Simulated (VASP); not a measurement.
**C: single point with PBEsol**

The system is C, a slab with vacuum.

```xyz
2
Lattice="2.4885 0.0000 0.0000 -1.2442 2.1551 0.0000 0.0000 0.0000 8.6360" Properties=species:S:1:pos:R:3 pbc="T T T"
C     1.2442    0.7184    0.0000
C     0.0000    1.4367    0.0000
```

This cell differs from its parent crystal: volume scaled by 1.04.

```json
{
  "Program": "VASP 6.6.1",
  "Task": "single point",
  "Functional": "PBEsol",
  "Potentials or basis": "VASP PAW PBE potentials, release 64 (C)",
  "Cutoff": "520 eV",
  "k mesh": "12 × 12 × 3",
  "Occupations": "fermi-dirac, width 0.05 eV",
  "Spin": "no spin polarisation",
  "Dipole correction": "no",
  "Further INCAR settings": "ALGO = Normal; EDIFF = 1e-07; NBANDS = 11"
}
```

The band gap on the k mesh is zero (filled and empty bands touch).

Levels at points of the mesh, in eV from the Fermi level:
```csv
k point,band 1,band 2,band 3,band 4,band 5,band 6,band 7,band 8,band 9
"(0.00, 0.00, 0.00)",-19.27,-7.47,-3.02,-3.02,3.23,5.52,7.04,8.10,8.10
"(0.50, 0.00, 0.00)",-14.12,-13.07,-6.33,-2.31,1.64,7.08,10.97,11.10,12.57
```

Wall time 28 s on 1 thread of Intel(R) Xeon(R) Platinum 8259CL CPU @ 2.50GHz (Skylake/Cascade Lake) (shared host), peak memory 0.16 GiB.
